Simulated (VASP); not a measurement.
Input of a VASP 6.6.1 run:

INCAR

```
PREC = Accurate
ENCUT = 520
EDIFF = 1E-7
ISMEAR = 0
SIGMA = 0.1
LREAL = False
LASPH = True
NELM = 60
ALGO = Fast
ISIF = 2
LWAVE = False
LCHARG = False
GGA = PE
NBANDS = 40
```

KPOINTS

```
Automatic mesh
0
Gamma
  6 6 8
```

POSCAR

```
Ga4SbAs
1.0
    8.3107737775      0.0000000000      0.0000000000
    0.0000000000      8.3107737775      0.0000000000
    0.0000000000      0.0000000000      5.3989358773
Ga Sb As
4 1 1
Direct
    0.3310461621      0.0000000000      0.0000000000
    0.6689538379      0.0000000000      0.0000000000
    0.0000000000      0.6689538379      0.0000000000
    0.0000000000      0.3310461621      0.0000000000
    0.0000000000      0.0000000000      0.0000000000
    0.0000000000      0.0000000000      0.5000000000
```

Potentials or basis: VASP PAW PBE potentials, release 64 (Ga_d, Sb, As).

Run with:

```sh
$ cat potpaw_PBE.64/Ga_d/POTCAR potpaw_PBE.64/Sb/POTCAR potpaw_PBE.64/As/POTCAR > POTCAR
$ mpirun -np 1 vasp_std > vasp.out
```

Q: What does it give for the pressure?

A: 0.0 GPa.

Q: Predict the largest force.

A: 0.008 eV/Å.

Q: Predict the band gap on the k mesh.

A: Zero (bands 31 and 32 overlap by 1.09 eV).

Forces in eV/Å, atoms in the order of the input:
```
Ga   0.008  0.000  0.000
Ga  -0.008  0.000  0.000
Ga   0.000 -0.008  0.000
Ga   0.000  0.008  0.000
Sb   0.000  0.000  0.000
As   0.000  0.000  0.000
```

Caveat: spin-orbit coupling is left out, which moves the levels of the heavy elements.
